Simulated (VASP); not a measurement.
Set up this calculation in VASP 6.6.1, as the native input.

```yaml
Task: single point
Functional: PBEsol
Potentials_or_basis: VASP PAW PBE potentials, release 64 (Ti_sv)
Cutoff: 500 eV
k_mesh: 2 × 3 × 3
Occupations: fermi-dirac, width 0.15 eV
Spin: no spin polarisation
Dipole_correction: no
Further_INCAR_settings: ALGO = Normal; EDIFF = 1e-06; NBANDS = 84
```

The structure of Ti lies in POSCAR:

```
Ti
1.0
   -4.9230000000      4.9230000000      4.9230000000
    3.2820000000     -3.2820000000      3.2820000000
    3.2820000000      3.2820000000     -3.2820000000
Ti
12
Direct
    0.0000000000      0.0000000000      0.0000000000
    0.0000000000      0.0000000000      0.5000000000
    0.0000000000      0.5000000000      0.0000000000
    0.0000000000      0.5000000000      0.5000000000
    0.3333333333      0.0000000000      0.0000000000
    0.3333333333      0.0000000000      0.5000000000
    0.3333333333      0.5000000000      0.0000000000
    0.3333333333      0.5000000000      0.5000000000
    0.6666666667      0.0000000000      0.0000000000
    0.6666666667      0.0000000000      0.5000000000
    0.6666666667      0.5000000000      0.0000000000
    0.6666666667      0.5000000000      0.5000000000
```

This isn't the form of Ti at room conditions, which is hcp.

One way to write it, as run:

INCAR

```
  PREC = Accurate
  ENCUT = 500
  EDIFF = 1E-6
  ISMEAR = -1
  SIGMA = 0.15
  LREAL = False
  LASPH = True
  NELM = 120
  ALGO = Normal
  ISIF = 2
  LWAVE = False
  LCHARG = False
  GGA = PS
  NBANDS = 84
  GGA_COMPAT = False
```

KPOINTS

```
regular mesh
0
Gamma
  2 3 3
```

Potentials or basis: VASP PAW PBE potentials, release 64 (Ti_sv).

Command:

```console
$ cat potpaw_PBE.64/Ti_sv/POTCAR > POTCAR
$ mpirun -np 1 vasp_std > vasp.out
```

It gave:

```
Pressure               : -5.6 GPa
Band gap on the k mesh : zero (bands 72 and 73 overlap by 0.20 eV)
```

Caveat: the k points lie up to 0.45 Å⁻¹ apart; the PAW data sets were made with another functional, which shifts forces and pressure a little.

Run time: 3 min on 1 thread of Intel Xeon 8259CL (shared host), peak memory 0.35 GiB.
